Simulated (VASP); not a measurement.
# EuMn (Pm-3m) in VASP: notebook, part 2 of 2

VASP 6.6.1. Earlier steps stand in the parts before.

## (3) Single point, PBE+U, collinear spin, ferrimagnetic start (28.43 Å³/atom)

This run uses another cell than the first one, of 28.43 Å³/atom.

INCAR reads:

```
SYSTEM = EuMn
PREC = Accurate ; ENCUT = 520
EDIFF = 1E-6 ; ISMEAR = 0
SIGMA = 0.05 ; LREAL = .FALSE.
LASPH = .TRUE. ; NELM = 150
ALGO = Normal ; ISIF = 2
LWAVE = .FALSE. ; LCHARG = .FALSE.
ISPIN = 2 ; MAGMOM = 7.79 -4.49
LORBIT = 11 ; LMAXMIX = 6
LDAU = .TRUE. ; LDAUTYPE = 2
LDAUL = 3 -1 ; LDAUU = 6 0
LDAUJ = 0 0 ; LDAUPRINT = 1
GGA = PE ; NBANDS = 26
```

KPOINTS reads:

```
regular mesh
0
G
  8 8 8
  0 0 0
```

POSCAR reads:

```
EuMn
1.0
    3.8453110531      0.0000000000      0.0000000000
    0.0000000000      3.8453110531      0.0000000000
    0.0000000000      0.0000000000      3.8453110531
Eu Mn
1 1
Direct
    0.0000000000      0.0000000000      0.0000000000
    0.5000000000      0.5000000000      0.5000000000
```

Potentials or basis: VASP PAW PBE potentials, release 64 (Eu, Mn_pv).

The run is started by

```bash
$ cat potpaw_PBE.64/Eu/POTCAR potpaw_PBE.64/Mn_pv/POTCAR > POTCAR
$ mpirun -np 1 vasp_std > vasp.out
```

OUTCAR:

```text
SYSTEM = EuMn
   PREC = Accurate
   ENCUT = 520
   EDIFF = 1E-6
   ISMEAR = 0
   LREAL = .FALSE.
   LASPH = .TRUE.
   NELM = 150
   ISIF = 2
   ISPIN = 2
   LORBIT = 11
   GGA = PE

 ion  position               nearest neighbor table
   1  0.000  0.000  0.000-   2 3.33   2 3.33   2 3.33   2 3.33   2 3.33   2 3.33   2 3.33   2 3.33

   2  0.500  0.500  0.500-   1 3.33   1 3.33   1 3.33   1 3.33   1 3.33   1 3.33   1 3.33   1 3.33

  LATTYP: Found a simple cubic cell.
 ALAT       =     3.8453110531

  Lattice vectors:

 A1 = (   3.8453110531,   0.0000000000,   0.0000000000)
 A2 = (   0.0000000000,   3.8453110531,   0.0000000000)
 A3 = (   0.0000000000,   0.0000000000,   3.8453110531)

Analysis of symmetry for initial positions (statically):
=====================================================================
 Subroutine PRICEL returns:
 Original cell was already a primitive cell.

 Routine SETGRP: Setting up the symmetry group for a
 simple cubic supercell.

 Subroutine GETGRP returns: Found 48 space group operations
 (whereof 48 operations were pure point group operations)
 out of a pool of 48 trial point group operations.

The static configuration has the point symmetry O_h .

Analysis of symmetry for dynamics (positions and initial velocities):
=====================================================================
 Subroutine PRICEL returns:
 Original cell was already a primitive cell.

 Routine SETGRP: Setting up the symmetry group for a
 simple cubic supercell.

 Subroutine GETGRP returns: Found 48 space group operations
 (whereof 48 operations were pure point group operations)
[... 197 lines left out ...]
  o =  0.9697  v = -0.0000  0.0000 -0.0000  0.0452  0.6117  0.0000 -0.7898  0.0000  0.0000  0.0000  0.0000  0.0000  0.0000  0.0000      0.0000  0.0000  0.0000  0.0000  0.0000  0.0000  0.0000  0.0000  0.0000  0.0000  0.0000  0.0000  0.0000  0.0000
  o =  0.9697  v =  0.7906  0.0000  0.6124 -0.0000  0.0000 -0.0000 -0.0000  0.0000  0.0000  0.0000  0.0000  0.0000  0.0000  0.0000      0.0000  0.0000  0.0000  0.0000  0.0000  0.0000  0.0000  0.0000  0.0000  0.0000  0.0000  0.0000  0.0000  0.0000

 number of electron      30.0000004 magnetization       3.4204164

 Free energy of the ion-electron system (eV)
  ---------------------------------------------------
  ext. energy  EPLUGINS =         0.00000000
  ---------------------------------------------------
  free energy    TOTEN  =       -18.76521333 eV

  energy without entropy =      -18.76243733  energy(sigma->0) =      -18.76382533

 E-fermi :   3.2297     XC(G=0):  -9.7352

 val. band max:        3.2050568252   @ k =   0.3750   0.1250   0.1250
 cond. band min:       3.2518912813   @ k =   0.3750   0.3750   0.2500
 fundamental gap:      0.0468344561
 Fermi energy:         3.2297019406

 spin component 1

 k-point     1 :       0.0000    0.0000    0.0000
  band No.  band energies     occupation
      1     -42.8088      1.00000
      2     -42.8088      1.00000
      3     -42.8088      1.00000
      4     -37.0362      1.00000
      5     -15.8574      1.00000
      6     -15.8574      1.00000
[... 1385 lines left out ...]
     25      12.4337      0.00000
     26      12.4843      0.00000

 [... further k-points ...]
[... 5 lines left out ...]
  --------------------------------------------------------------------------------------
  -------------------------------------------------------------------------------------
  Total       -0.4829892     -0.4829892     -0.4829892      0.0000000     -0.0000000      0.0000000
  in kB      -13.6098563    -13.6098563    -13.6098563      0.0000000     -0.0000000      0.0000000
  external PRESSURE =     -13.6098563 kB  Pullay stress =       0.0000000 kB

 VOLUME and BASIS-vectors are now :
 -----------------------------------------------------------------------------
  energy-cutoff  :      520.00
  volume of cell :       56.86
      direct lattice vectors                 reciprocal lattice vectors
     3.845311053  0.000000000  0.000000000     0.260056985  0.000000000  0.000000000
     0.000000000  3.845311053  0.000000000     0.000000000  0.260056985  0.000000000
     0.000000000  0.000000000  3.845311053     0.000000000  0.000000000  0.260056985

 POSITION                                       TOTAL-FORCE (eV/Angst)
 -----------------------------------------------------------------------------------
      0.00000      0.00000      0.00000         0.000000      0.000000      0.000000
      1.92266      1.92266      1.92266         0.000000      0.000000      0.000000
 -----------------------------------------------------------------------------------
    total drift:                                0.000000      0.000000      0.000000

  FREE ENERGIE OF THE ION-ELECTRON SYSTEM (eV)
  ---------------------------------------------------
  free  energy   TOTEN  =       -18.7652133299 eV

  energy  without entropy=      -18.7624373306  energy(sigma->0) =      -18.76382533

 total charge

# of ion       s       p       d       f       tot
--------------------------------------------------
    1        2.066   5.740   0.322   6.771  14.899
    2        0.368   6.090   4.916   0.000  11.374
--------------------------------------------------
tot          2.435  11.830   5.238   6.771  26.273

 magnetization (x)

# of ion       s       p       d       f       tot
--------------------------------------------------
    1        0.008  -0.108   0.159   6.764   6.822
    2       -0.072   0.023  -3.877   0.000  -3.925
--------------------------------------------------
tot         -0.064  -0.085  -3.717   6.764   2.897
```

Run time: 4.4 min. Hardware: 1 thread of Oxide Virtual Turin-like, shared host; peak memory 0.23 GiB.

Results:

```yaml
Free_energy: -18.7652 eV
Pressure: -1.4 GPa
Net_moment: 3.42 μB per cell
Site_moments: Eu +6.82; Mn -3.92 μB
Valence_electrons_inside_the_program's_atomic_spheres: Eu 14.90; Mn 11.37
```

Levels at points of the mesh, in eV from the Fermi level:
Spin up:
```
           k point  band 13  band 14  band 15  band 16  band 17  band 18  band 19  band 20  band 21  band 22
(0.00, 0.00, 0.00)    -1.40    -1.40    -1.35    -1.08    -1.08     1.07     1.07     1.07     2.46     2.46
(0.50, 0.00, 0.00)    -1.42    -1.40    -1.32    -1.32     0.27     1.07     1.07     1.09     1.37     1.41
(0.50, 0.50, 0.00)    -1.39    -1.32    -1.31    -1.08     0.37     0.37     0.98     0.98     1.31     1.34
(0.50, 0.50, 0.50)    -1.32    -1.32    -0.73    -0.73    -0.73     0.48     0.48     0.48     1.33     1.33
```
Spin down:
```
           k point  band 11  band 12  band 13  band 14  band 15  band 16
(0.00, 0.00, 0.00)    -2.59    -2.59    -2.59     2.28     2.28     5.30
(0.50, 0.00, 0.00)    -2.64    -2.54    -1.78    -1.46     2.36     2.98
(0.50, 0.50, 0.00)    -2.80    -2.16    -1.34     1.22     1.22     2.35
(0.50, 0.50, 0.50)    -2.15    -2.15    -0.34    -0.34    -0.34     1.34
```

Eigenvalues of the final occupation matrices:
```csv
site,spin,trace,eigenvalues
site 1 f,1,6.77,0.97 0.97 0.97 0.97 0.97 0.97 0.97
site 1 f,2,0.00,0.00 0.00 0.00 0.00 0.00 0.00 0.00
```

Caveat: spin-orbit coupling is left out, which moves the levels of the heavy elements. The state reached can hang on the start; a lower one may exist.

## (4) Single point, PBE+U, collinear spin, ferrimagnetic start (29.23 Å³/atom)

This run uses another cell than the first one, of 29.23 Å³/atom.

INCAR reads:

```
SYSTEM = EuMn
PREC     = Accurate       ! precision mode
ENCUT    = 520            ! plane-wave cutoff, eV
EDIFF    = 1E-6           ! SCF threshold, eV
ISMEAR   = 0              ! smearing method
SIGMA    = 0.05           ! smearing width, eV
LREAL    = .False.        ! projectors in reciprocal space
LASPH    = .True.         ! aspherical terms in the spheres
NELM     = 150            ! most SCF steps
ALGO     = Normal         ! electronic algorithm
ISIF     = 2              ! what is computed and relaxed
LWAVE    = .False.        ! write WAVECAR
LCHARG   = .False.        ! write CHGCAR
ISPIN    = 2              ! spin polarisation
MAGMOM   = 7.8 -4.53      ! initial moments
LORBIT   = 11             ! projections on sites
LMAXMIX  = 6              ! l up to which the mixer works
LDAU     = .True.         ! DFT+U
LDAUTYPE = 2            
LDAUL    = 3 -1           ! shell
LDAUU    = 6 0            ! U, eV
LDAUJ    = 0 0          
LDAUPRINT= 1            
GGA      = PE             ! functional
NBANDS   = 26             ! bands
```

KPOINTS reads:

```
Automatic mesh
0
Gamma
  8 8 8
  0 0 0
```

POSCAR reads:

```
EuMn
1.0
    3.8809178109      0.0000000000      0.0000000000
    0.0000000000      3.8809178109      0.0000000000
    0.0000000000      0.0000000000      3.8809178109
Eu Mn
1 1
Direct
    0.0000000000      0.0000000000      0.0000000000
    0.5000000000      0.5000000000      0.5000000000
```

The run is started by

```bash
$ cat potpaw_PBE.64/Eu/POTCAR potpaw_PBE.64/Mn_pv/POTCAR > POTCAR
$ mpirun -np 1 vasp_std > vasp.out
```

Run time: 5.1 min. Hardware: 1 thread of Oxide Virtual Turin-like, shared host; peak memory 0.23 GiB.

The run converged. Its results:

* Free energy: -18.7494 eV
* Pressure: -1.9 GPa
* Net moment: 3.40 μB per cell
* Site moments: Eu +6.83; Mn -3.95 μB
* Valence electrons inside the program's atomic spheres: Eu 14.89; Mn 11.36

Levels at points of the mesh, in eV from the Fermi level:
Spin up:
```tsv
k point	band 13	band 14	band 15	band 16	band 17	band 18	band 19	band 20	band 21	band 22
(0.00, 0.00, 0.00)	-1.42	-1.42	-1.37	-1.03	-1.03	1.07	1.07	1.07	2.41	2.41
(0.50, 0.00, 0.00)	-1.44	-1.42	-1.34	-1.34	0.28	1.06	1.06	1.10	1.35	1.38
(0.50, 0.50, 0.00)	-1.41	-1.34	-1.33	-1.06	0.39	0.39	0.90	0.90	1.28	1.31
(0.50, 0.50, 0.50)	-1.35	-1.35	-0.69	-0.69	-0.69	0.47	0.47	0.47	1.30	1.30
```
Spin down:
```tsv
k point	band 10	band 11	band 12	band 13	band 14	band 15	band 16	band 17
(0.00, 0.00, 0.00)	-2.97	-2.62	-2.62	-2.62	2.26	2.26	5.16	5.16
(0.50, 0.00, 0.00)	-2.68	-2.68	-2.57	-1.77	-1.53	2.36	2.95	2.95
(0.50, 0.50, 0.00)	-2.82	-2.82	-2.21	-1.38	1.15	1.15	2.28	4.85
(0.50, 0.50, 0.50)	-2.80	-2.20	-2.20	-0.31	-0.31	-0.31	1.22	6.44
```

Eigenvalues of the final occupation matrices:
| site | spin | trace | eigenvalues |
| --- | --- | --- | --- |
| site 1 f | 1 | 6.78 | 0.97 0.97 0.97 0.97 0.97 0.97 0.97 |
| site 1 f | 2 | 0.00 | 0.00 0.00 0.00 0.00 0.00 0.00 0.00 |

Caveat: spin-orbit coupling is left out, which moves the levels of the heavy elements. The state reached can hang on the start; a lower one may exist.

## (5) Summary

| U | cell | gap on the mesh (eV) | pressure (GPa) | moment (μB) |
| --- | --- | --- | --- | --- |
| Eu f U = 2.0 eV | a = 3.760 Å, 2 atoms | none | -1.6 | 3.41 |
| Eu f U = 6.0 eV | a = 3.845 Å, 2 atoms | none | -1.4 | 3.42 |
| Eu f U = 6.0 eV | a = 3.881 Å, 2 atoms | none | -1.9 | 3.40 |

Alike in all rows: task single point; level PBE+U; potentials or basis VASP PAW PBE potentials, release 64 (Eu, Mn_pv); spin collinear, ferrimagnetic start; k mesh 8 × 8 × 8; cutoff (eV) 520; smearing gaussian 0.05 eV.

Caveats: spin-orbit coupling is left out, which moves the levels of the heavy elements.

Absolute energies hang on the potentials; compare differences alone.

The gap in the log of VASP goes by the Fermi energy; the results here count the filled bands.